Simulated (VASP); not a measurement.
Input of a VASP 6.6.1 run:

The input INCAR:

```
SYSTEM = TaSi2
PREC     = Accurate       ! precision mode
ENCUT    = 520            ! plane-wave cutoff, eV
EDIFF    = 1E-7           ! SCF threshold, eV
ISMEAR   = -1             ! smearing method
SIGMA    = 0.05           ! smearing width, eV
LREAL    = .False.        ! projectors in reciprocal space
LASPH    = .True.         ! aspherical terms in the spheres
NELM     = 80             ! most SCF steps
ALGO     = Normal         ! electronic algorithm
ISIF     = 2              ! what is computed and relaxed
LWAVE    = .False.        ! write WAVECAR
LCHARG   = .False.        ! write CHGCAR
GGA      = B5             ! functional
ALDAX    = 1.0          
AGGAX    = 1.0          
AGGAC    = 1.0          
ALDAC    = 0.0          
IVDW     = 13             ! dispersion correction
NBANDS   = 38             ! bands
VDW_S6   = 1.0          
VDW_S8   = 2.34076671   
VDW_A1   = 0.44488865   
VDW_A2   = 4.0933009
```

KPOINTS

```
Automatic mesh
0
Gamma
  5 5 3
  0 0 0
```

File POSCAR:

```
TaSi2
1.0
    4.8168490997      0.0000000000      0.0000000000
   -2.4084245499      4.1715136866      0.0000000000
    0.0000000000      0.0000000000      6.5488620060
Ta Si
3 6
Direct
    0.0000000000      0.5000000000      0.3333333333
    0.5000000000      0.5000000000      0.6666666667
    0.5000000000      0.0000000000      0.0000000000
    0.3175097659      0.1587548830      0.3333333333
    0.1587548830      0.8412451170      0.6666666667
    0.8412451170      0.6824902341      0.0000000000
    0.6824902341      0.8412451170      0.3333333333
    0.8412451170      0.1587548830      0.6666666667
    0.1587548830      0.3175097659      0.0000000000
```

Potentials or basis: VASP PAW PBE potentials, release 64 (Ta_pv, Si).

The run is started by

```bash
$ cat potpaw_PBE.64/Ta_pv/POTCAR potpaw_PBE.64/Si/POTCAR > POTCAR
$ mpirun -np 1 vasp_std > vasp.out
```

Q: What does it give for the dispersion energy per atom?

A: -0.792 eV.

Q: What does it give for the pressure?

A: 1.0 GPa.

Q: Estimate the band gap on the k mesh.

A: Zero (an odd number of electrons rules out a gap without spin polarisation).

Stress tensor (GPa, compression positive):
```
0.93 0.00 0.00
0.00 0.93 0.00
0.00 0.00 1.04
```

Caveat: the PAW data sets were made with another functional, which shifts forces and pressure a little; spin-orbit coupling is left out, which moves the levels of the heavy elements.
